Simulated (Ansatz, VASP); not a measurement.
C in VASP and in Ansatz

File INCAR:

```
SYSTEM = C
ALGO = Normal
EDIFF = 1E-6
ENCUT = 600
GGA = PE
GGA_COMPAT = .False.
ISIF = 2
ISMEAR = -1
LASPH = .True.
LCHARG = .False.
LREAL = .False.
LWAVE = .False.
NBANDS = 11
NELM = 120
PREC = Accurate
SIGMA = 0.03
```

File KPOINTS:

```
k-points
0
Gamma
  5 5 5
  0 0 0
```

POSCAR

```
C
1.0
    0.0000000000      1.7833700000      1.7833700000
    1.7833700000      0.0000000000      1.7833700000
    1.7833700000      1.7833700000      0.0000000000
C
2
Direct
    0.7500000000      0.7500000000      0.7500000000
    0.5000000000      0.5000000000      0.5000000000
```

The input input.yaml:

```yaml
crystal:
  lattice:
    - [0.0, 1.78337, 1.78337]
    - [1.78337, 0.0, 1.78337]
    - [1.78337, 1.78337, 0.0]
  atoms:
    - { symbol: C, position: [0.75, 0.75, 0.75] }
    - { symbol: C, position: [0.5, 0.5, 0.5] }
kpoints:
  mp_grid: { grid: [5, 5, 5] }
scf:
  occupations: { method: fermi_dirac, width: 0.03 }
hamiltonian:
  xc: pbe
  pseudopotentials: { kind: all_electron, lapw: { basis_error: 0.002 } }
output:
  forces: true
  stress: true
  eigenvalues: true
```

Alike in both runs: task single point; functional PBE; k mesh 5 × 5 × 5; occupations fermi-dirac, width 0.03 eV; no spin polarisation.

|  | VASP | Ansatz |
| --- | --- | --- |
| version | VASP 6.6.1 | Ansatz 0.2.0 |
| potentials or method | VASP PAW PBE potentials, release 64 (C), cutoff 600 eV | all-electron LAPW, scalar-relativistic |

```tsv
	VASP	Ansatz	Ansatz less VASP
gap on the k mesh at the Fermi level (eV)	4.17	4.17	+0.008
least direct gap on the mesh (eV)	5.59	5.60	+0.010
pressure (GPa)	2.0	2.0	-0.02
```

Ansatz ran all-electron here, and VASP with PAW potentials.

The k mesh is coarse, so the values compare programs but aren't converged.
